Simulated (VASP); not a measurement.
# SbMo (Fm-3m) in VASP: a series of runs

SbMo is run at these levels: r2SCAN; tasks: single point.

All numbers are computed with VASP 6.6.1; they aren't measurements. Logs are shortened: lines on timing, memory, paths and dates and some standing lists are left out, and cuts for length are marked.

## 1. The cell of the first run

The structure is cubic, space group Fm-3m (No. 225). Conventional cell: a = 5.497 Å, b = 5.497 Å, c = 5.497 Å, α = 90.00°, β = 90.00°, γ = 90.00°. Mo (site symmetry m-3m) has 6 Sb at 2.75 Å within 3.6 Å. Within 3.6 Å of Sb (site symmetry m-3m) lie 6 Mo at 2.75 Å.

## 2. Single point, r2SCAN

File POSCAR:

```
SbMo
1.0
    0.0000000000      2.7485306909      2.7485306909
    2.7485306909      0.0000000000      2.7485306909
    2.7485306909      2.7485306909      0.0000000000
Mo Sb
1 1
Direct
    0.5000000000      0.5000000000      0.5000000000
    0.0000000000      0.0000000000      0.0000000000
```

File INCAR.step1:

```
SYSTEM = SbMo
PREC     = Accurate       ! precision mode
ENCUT    = 520            ! plane-wave cutoff, eV
ISMEAR   = 0              ! smearing method
SIGMA    = 0.05           ! smearing width, eV
LREAL    = .False.        ! projectors in reciprocal space
LASPH    = .True.         ! aspherical terms in the spheres
NELM     = 80             ! most SCF steps
NBANDS   = 16             ! bands
GGA      = PE             ! functional
ALGO     = Normal         ! electronic algorithm
EDIFF    = 1E-4           ! SCF threshold, eV
LWAVE    = .True.         ! write WAVECAR
LCHARG   = .False.        ! write CHGCAR
```

File INCAR.step2:

```
SYSTEM = SbMo
PREC     = Accurate       ! precision mode
ENCUT    = 520            ! plane-wave cutoff, eV
EDIFF    = 1E-6           ! SCF threshold, eV
ISMEAR   = 0              ! smearing method
SIGMA    = 0.05           ! smearing width, eV
LREAL    = .False.        ! projectors in reciprocal space
LASPH    = .True.         ! aspherical terms in the spheres
NELM     = 80             ! most SCF steps
ALGO     = Normal         ! electronic algorithm
ISIF     = 2              ! what is computed and relaxed
LWAVE    = .False.        ! write WAVECAR
LCHARG   = .False.        ! write CHGCAR
METAGGA  = R2SCAN         ! meta-GGA
LMIXTAU  = .True.       
NBANDS   = 16             ! bands
ISTART   = 1
```

File KPOINTS:

```
Automatic mesh
0
Gamma
  10 10 10
  0 0 0
```

Potentials or basis: VASP PAW PBE potentials, release 64 (Mo_sv, Sb).

On the command line:

```
$ cat potpaw_PBE.64/Mo_sv/POTCAR potpaw_PBE.64/Sb/POTCAR > POTCAR
$ cp INCAR.step1 INCAR
$ mpirun -np 1 vasp_std > vasp.out
$ cp INCAR.step2 INCAR
$ mpirun -np 1 vasp_std > vasp.out
```

OUTCAR:

```text
SYSTEM = SbMo
   PREC = Accurate
   ENCUT = 520
   EDIFF = 1E-6
   ISMEAR = 0
   LREAL = .False.
   LASPH = .True.
   NELM = 80
   ISIF = 2
   METAGGA = R2SCAN
   ISTART = 1

 ion  position               nearest neighbor table
   1  0.500  0.500  0.500-   2 2.75   2 2.75   2 2.75   2 2.75   2 2.75   2 2.75
   2  0.000  0.000  0.000-   1 2.75   1 2.75   1 2.75   1 2.75   1 2.75   1 2.75

  LATTYP: Found a face centered cubic cell.
 ALAT       =     5.4970613818

  Lattice vectors:

 A1 = (   0.0000000000,   2.7485306909,   2.7485306909)
 A2 = (   2.7485306909,   0.0000000000,   2.7485306909)
 A3 = (   2.7485306909,   2.7485306909,   0.0000000000)

Analysis of symmetry for initial positions (statically):
=====================================================================
 Subroutine PRICEL returns:
 Original cell was already a primitive cell.

 Routine SETGRP: Setting up the symmetry group for a
 face centered cubic supercell.

 Subroutine GETGRP returns: Found 48 space group operations
 (whereof 48 operations were pure point group operations)
 out of a pool of 48 trial point group operations.

The static configuration has the point symmetry O_h .

Analysis of symmetry for dynamics (positions and initial velocities):
=====================================================================
 Subroutine PRICEL returns:
 Original cell was already a primitive cell.

 Routine SETGRP: Setting up the symmetry group for a
 face centered cubic supercell.

 Subroutine GETGRP returns: Found 48 space group operations
 (whereof 48 operations were pure point group operations)
 out of a pool of 48 trial point group operations.

The dynamic configuration has the point symmetry O_h .

 Subroutine INISYM returns: Found 48 space group operations
 (whereof 48 operations are pure point group operations),
 and found     1 'primitive' translations

----------------------------------------------------------------------------------------

                                     Primitive cell

  volume of cell :      41.5271

  direct lattice vectors                    reciprocal lattice vectors
     0.000000000  2.748530691  2.748530691    -0.181915378  0.181915378  0.181915378
     2.748530691  0.000000000  2.748530691     0.181915378 -0.181915378  0.181915378
     2.748530691  2.748530691  0.000000000     0.181915378  0.181915378 -0.181915378

  length of vectors
     3.887009380  3.887009380  3.887009380     0.315086678  0.315086678  0.315086678

  position of ions in fractional coordinates (direct lattice)
     0.500000000  0.500000000  0.500000000
     0.000000000  0.000000000  0.000000000

  ion indices of the primitive-cell ions
   primitive index   ion index
                 1           1
                 2           2

----------------------------------------------------------------------------------------

 KPOINTS: Automatic mesh

Automatic generation of k-mesh.
 Grid dimensions read from file:
 generate k-points for:   10   10   10

 Generating k-lattice:

  Cartesian coordinates                     Fractional coordinates (reciprocal lattice)
    -0.018191538  0.018191538  0.018191538     0.100000000  0.000000000  0.000000000
     0.018191538 -0.018191538  0.018191538     0.000000000  0.100000000  0.000000000
     0.018191538  0.018191538 -0.018191538     0.000000000  0.000000000  0.100000000

  Length of vectors
     0.031508668  0.031508668  0.031508668

  Shift w.r.t. Gamma in fractional coordinates (k-lattice)
     0.000000000  0.000000000  0.000000000

 Subroutine IBZKPT returns following result:
 ===========================================

 Found     47 irreducible k-points:

 Following reciprocal coordinates:
            Coordinates               Weight
  0.000000  0.000000  0.000000      1.000000
  0.100000  0.000000  0.000000      8.000000
  0.200000  0.000000  0.000000      8.000000
  0.300000  0.000000  0.000000      8.000000
  0.400000  0.000000  0.000000      8.000000
  0.500000  0.000000  0.000000      4.000000
[... 16 lines left out ...]
  0.300000  0.300000  0.000000      6.000000
  0.400000  0.300000  0.000000     24.000000
 [... further k-points ...]
   k-points           NKPTS =     47   k-points in BZ     NKDIM =     47   number of bands    NBANDS=     16
   number of dos      NEDOS =    301   number of ions     NIONS =      2
   total plane-waves  NPLWV =  27000
   dimension x,y,z NGX =    30 NGY =   30 NGZ =   30
   dimension x,y,z NGXF=    60 NGYF=   60 NGZF=   60
   ions per type =               1   1
   NGX,Y,Z   is equivalent  to a cutoff of  12.83, 12.83, 12.83 a.u.
   NGXF,Y,Z  is equivalent  to a cutoff of  25.66, 25.66, 25.66 a.u.
 SYSTEM =  SbMo
   PREC   = accura    normal or accurate (medium, high low for compatibility)
   ISTART =      1    job   : 0-new  1-cont  2-samecut
   ICHARG =      0    charge: 1-file 2-atom 10-const
   ISPIN  =      1    spin polarized calculation?
   LNONCOLLINEAR =      F non collinear calculations
   LSORBIT =      F    spin-orbit coupling
   LASPH  =      T    aspherical Exc in radial PAW
   ENCUT  =  520.0 eV  38.22 Ry    6.18 a.u.   7.23  7.23  7.23*2*pi/ulx,y,z
   NELM   =     80;   NELMIN=  2; NELMDL=  0     # of ELM steps
   EDIFF  = 0.1E-05   stopping-criterion for ELM
   LREAL  =      F    real-space projection
   EDIFFG = 0.1E-04   stopping-criterion for IOM
   NSW    =      0    number of steps for IOM
   IBRION =     -1    ionic relax: 0-MD 1-quasi-New 2-CG
   NFREE  =      0    steps in history (QN), initial steepest desc. (CG)
   ISIF   =      2    stress and relaxation
   ISYM   =      2    0-nonsym 1-usesym 2-fastsym
   POTIM  = 0.5000    time-step for ionic-motion
   TEBEG  =    0.0;   TEEND  =   0.0 temperature during run
   PSTRESS=    0.0 pullay stress
   NELECT =      19.0000    total number of electrons
   NUPDOWN=      -1.0000    fix difference up-down
   EMIN   =  10.00;   EMAX   =-10.00  energy-range for DOS
   EFERMI =   0.00;   METHOD = LEGACY
   ISMEAR =     0;   SIGMA  =   0.05  broadening in eV -4-tet -1-fermi 0-gaus
   EFERMI_NEDOS =   21; number of points for ismear=-14 and -15
   IALGO  =     38    algorithm
   IMIX   =      4    mixing-type and parameters
     AMIX     =   0.40;   BMIX     =  1.00
     AMIX_MAG =   1.60;   BMIX_MAG =  1.00
  volume/ion in A,a.u.               =      20.76       140.12
  Fermi-wavevector in a.u.,A,eV,Ry     =   1.261485  2.383861 21.651557  1.591345
  Thomas-Fermi vector in A             =   2.394942
   LORBIT       =      0    0 simple, 1 ext, 2 COOP (PROOUT), +10 PAW based schemes
   METAGGA = R2SCAN    functional components
   LHFCALC =     F    Hartree Fock is set to
   AEXX    =    0.0000 exact exchange contribution
   IVDW    =     0    specifies the selected vdW correction
   LEPSILON=     F    determine dielectric tensor
   LRPA    =     F    only Hartree local field effects (RPA)
 non-spin polarized calculation
 Gauss-broadening in eV      SIGMA  =   0.05
  energy-cutoff  :      520.00
  volume of cell :       41.53
 maximum number of plane-waves:      1139
 NGX is ok and might be reduce to    30
   NGX = 15   NGY = 15   NGZ = 15

 number of electron      19.0000000 magnetization

 Free energy of the ion-electron system (eV)
  ---------------------------------------------------
  ext. energy  EPLUGINS =         0.00000000
  ---------------------------------------------------
  free energy    TOTEN  =       -50.11936190 eV

  energy without entropy =      -50.11585723  energy(sigma->0) =      -50.11760957

 E-fermi :  10.3077     XC(G=0): -12.2198

 val. band max:       10.3038802078   @ k =   0.5000   0.1000   0.0000
 cond. band min:      10.3530347407   @ k =   0.5000   0.2000   0.1000
 fundamental gap:      0.0491545329
 Fermi energy:        10.3077175092

 k-point     1 :       0.0000    0.0000    0.0000
  band No.  band energies     occupation
      1     -52.5736      2.00000
      2     -25.9936      2.00000
      3     -25.9936      2.00000
      4     -25.9936      2.00000
      5      -2.2912      2.00000
      6       8.8107      2.00000
[... 8 lines left out ...]
     15      18.0833      0.00000
     16      22.0856      0.00000

 k-point     2 :       0.1000    0.0000    0.0000
  band No.  band energies     occupation
      1     -52.5732      2.00000
      2     -26.0004      2.00000
      3     -25.9936      2.00000
      4     -25.9936      2.00000
      5      -2.1308      2.00000
      6       8.3805      2.00000
[... 8 lines left out ...]
     15      18.4721      0.00000
     16      21.2961      0.00000

 k-point     3 :       0.2000    0.0000    0.0000
  band No.  band energies     occupation
      1     -52.5721      2.00000
      2     -26.0180      2.00000
      3     -25.9935      2.00000
      4     -25.9935      2.00000
      5      -1.6643      2.00000
      6       7.1891      2.00000
[... 8 lines left out ...]
     15      19.7935      0.00000
     16      20.2300      0.00000

 k-point     4 :       0.3000    0.0000    0.0000
  band No.  band energies     occupation
      1     -52.5708      2.00000
      2     -26.0397      2.00000
      3     -25.9935      2.00000
      4     -25.9935      2.00000
      5      -0.9449      2.00000
      6       5.6800      2.00000
[... 8 lines left out ...]
     15      18.8415      0.00000
     16      18.8415      0.00000

 k-point     5 :       0.4000    0.0000    0.0000
  band No.  band energies     occupation
      1     -52.5698      2.00000
      2     -26.0572      2.00000
      3     -25.9934      2.00000
      4     -25.9934      2.00000
      5      -0.1200      2.00000
      6       4.3103      2.00000
[... 8 lines left out ...]
     15      17.7118      0.00000
     16      17.7118      0.00000

 k-point     6 :       0.5000    0.0000    0.0000
  band No.  band energies     occupation
      1     -52.5694      2.00000
      2     -26.0638      2.00000
      3     -25.9934      2.00000
      4     -25.9934      2.00000
      5       0.3391      2.00000
      6       3.6618      2.00000
[... 8 lines left out ...]
     15      16.9638      0.00000
     16      16.9638      0.00000
[... 267 lines left out ...]
 k-point    21 :      -0.3000    0.2000    0.0000
  band No.  band energies     occupation
      1     -52.5692      2.00000
      2     -26.0450      2.00000
      3     -26.0160      2.00000
      4     -25.9937      2.00000
      5      -0.1375      2.00000
      6       4.8008      2.00000
[... 8 lines left out ...]
     15      18.8624      0.00000
     16      19.2396      0.00000

 k-point    22 :      -0.2000    0.2000    0.0000
  band No.  band energies     occupation
      1     -52.5703      2.00000
      2     -26.0336      2.00000
      3     -26.0116      2.00000
      4     -25.9910      2.00000
      5      -0.7767      2.00000
      6       5.6331      2.00000
[... 8 lines left out ...]
     15      18.4279      0.00000
     16      18.8443      0.00000

 k-point    23 :       0.3000    0.3000    0.0000
  band No.  band energies     occupation
      1     -52.5695      2.00000
      2     -26.0297      2.00000
      3     -26.0097      2.00000
      4     -26.0097      2.00000
      5      -0.8029      2.00000
      6       5.4762      2.00000
[... 8 lines left out ...]
     15      19.1942      0.00000
     16      21.2212      0.00000

 k-point    24 :       0.4000    0.3000    0.0000
  band No.  band energies     occupation
      1     -52.5686      2.00000
      2     -26.0405      2.00000
      3     -26.0134      2.00000
      4     -26.0117      2.00000
      5      -0.4191      2.00000
      6       5.2648      2.00000
[... 8 lines left out ...]
     15      19.1835      0.00000
     16      21.4474      0.00000

 [... further k-points ...]

------------------------ aborting loop because EDIFF is reached ----------------------------------------

  FORCE on cell =-STRESS in cart. coord.  units (eV):
  Direction    XX          YY          ZZ          XY          YZ          ZX
  --------------------------------------------------------------------------------------
  -------------------------------------------------------------------------------------
  Total        0.0256041      0.0256041      0.0256041      0.0000000     -0.0000000      0.0000000
  in kB        0.9878437      0.9878437      0.9878437      0.0000000     -0.0000000      0.0000000
  external PRESSURE =       0.9878437 kB  Pullay stress =       0.0000000 kB

 VOLUME and BASIS-vectors are now :
 -----------------------------------------------------------------------------
  energy-cutoff  :      520.00
  volume of cell :       41.53
      direct lattice vectors                 reciprocal lattice vectors
     0.000000000  2.748530691  2.748530691    -0.181915378  0.181915378  0.181915378
     2.748530691  0.000000000  2.748530691     0.181915378 -0.181915378  0.181915378
     2.748530691  2.748530691  0.000000000     0.181915378  0.181915378 -0.181915378

 POSITION                                       TOTAL-FORCE (eV/Angst)
 -----------------------------------------------------------------------------------
      2.74853      2.74853      2.74853         0.000000      0.000000     -0.000000
      0.00000      0.00000      0.00000        -0.000000     -0.000000      0.000000
 -----------------------------------------------------------------------------------
    total drift:                                0.000000     -0.000000      0.000000

  FREE ENERGIE OF THE ION-ELECTRON SYSTEM (eV)
  ---------------------------------------------------
  free  energy   TOTEN  =       -50.1193619011 eV

  energy  without entropy=      -50.1158572326  energy(sigma->0) =      -50.11760957
```

Wall time 56 s (1 thread of Intel Xeon 6975P-C (Granite Rapids), shared host); peak memory 0.19 GiB.

What came out:

```
Free energy : -50.1194 eV
Pressure    : 0.1 GPa
```

Levels at points of the mesh, in eV from the Fermi level:
```csv
k point,band 8,band 9,band 10,band 11,band 12,band 13
"(0.00, 0.00, 0.00)",-1.50,-1.09,-1.09,1.16,1.16,1.16
"(0.50, 0.00, 0.00)",-3.92,-0.04,-0.04,0.74,4.34,6.56
"(0.50, 0.50, 0.00)",-1.52,-1.52,-0.38,0.53,0.53,1.62
```

Caveat: the PAW data sets were made with another functional, which shifts forces and pressure a little; spin-orbit coupling is left out, which moves the levels of the heavy elements.

(Part 1 of 2 ends here.)
